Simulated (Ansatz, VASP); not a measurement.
**One calculation of Na2N, two programs**

The input INCAR:

```
SYSTEM = Na2N
ALGO     = Normal         ! electronic algorithm
EDIFF    = 1E-7           ! SCF threshold, eV
EDIFFG   = -0.01          ! ionic threshold
ENCUT    = 600            ! plane-wave cutoff, eV
GGA      = PE             ! functional
IBRION   = 2              ! ionic algorithm
ISIF     = 3              ! what is computed and relaxed
ISMEAR   = 0              ! smearing method
LASPH    = .True.         ! aspherical terms in the spheres
LCHARG   = .False.        ! write CHGCAR
LREAL    = .False.        ! projectors in reciprocal space
LWAVE    = .False.        ! write WAVECAR
NELM     = 100            ! most SCF steps
NSW      = 100            ! ionic steps
PREC     = Accurate       ! precision mode
SIGMA    = 0.1            ! smearing width, eV
```

File KPOINTS:

```
k-points
0
Gamma
  15 15 8
  0 0 0
```

Contents of POSCAR:

```
Na2N
1.0
    3.6922218465      0.0000000000      0.0000000000
   -1.8461109233      3.1975579155      0.0000000000
    0.0000000000      0.0000000000      5.5416351878
Na N
2 1
Direct
    0.3333333333      0.6666666667      0.1988782619
    0.6666666667      0.3333333333      0.8011217381
    0.0000000000      0.0000000000      0.0000000000
```

Input for Ansatz:

```yaml
crystal:
  lattice:
    - [3.6922218465, 0.0, 0.0]
    - [-1.8461109233, 3.1975579155, 0.0]
    - [0.0, 0.0, 5.5416351878]
  atoms:
    - { symbol: Na, position: [0.3333333333, 0.6666666667, 0.1988782619] }
    - { symbol: Na, position: [0.6666666667, 0.3333333333, 0.8011217381] }
    - { symbol: "N", position: [0.0, 0.0, 0.0] }
basis:
  ecutwfc: 420
kpoints:
  mp_grid: { grid: [15, 15, 8] }
hamiltonian:
  xc: pbe
scf:
  occupations: { method: gaussian, width: 0.1 }
output:
  forces: true
  stress: true
  eigenvalues: true
relax:
  adjacent_minimum: "off"
  f_tol: 0.01
  max_steps: 80
  cell: { stress_tol: 0.05 }
```

Change from the starting cell: species swapped into the HfTe2 type (P-3m1, No. 164).

Alike in both runs: task relaxation of cell and atoms; functional PBE; k mesh 15 × 15 × 8; occupations gaussian, width 0.1 eV; no spin polarisation.

```csv
,VASP,Ansatz
version,VASP 6.6.1,Ansatz 0.2.0
potentials or method,"VASP PAW PBE potentials, release 64 (Na_pv, N), cutoff 600 eV","scalar-relativistic, plane waves, PAW"
valence electrons in the cell,19,23
```

```csv
,VASP,Ansatz,Ansatz less VASP
"gap on the k mesh at the Fermi level, each at its own relaxed structure (eV)",none,none,-
relaxed volume (Å³/atom),21.07,21.58,+0.507
relaxed cell length with the largest relative difference (Å),5.273,5.433,+0.1603
```

A gap of «none» marks a metal or a gap that the smearing closes. VASP's potentials hold 19 valence electrons a cell and Ansatz's 23, so a difference there can come from the potentials and not from the codes.
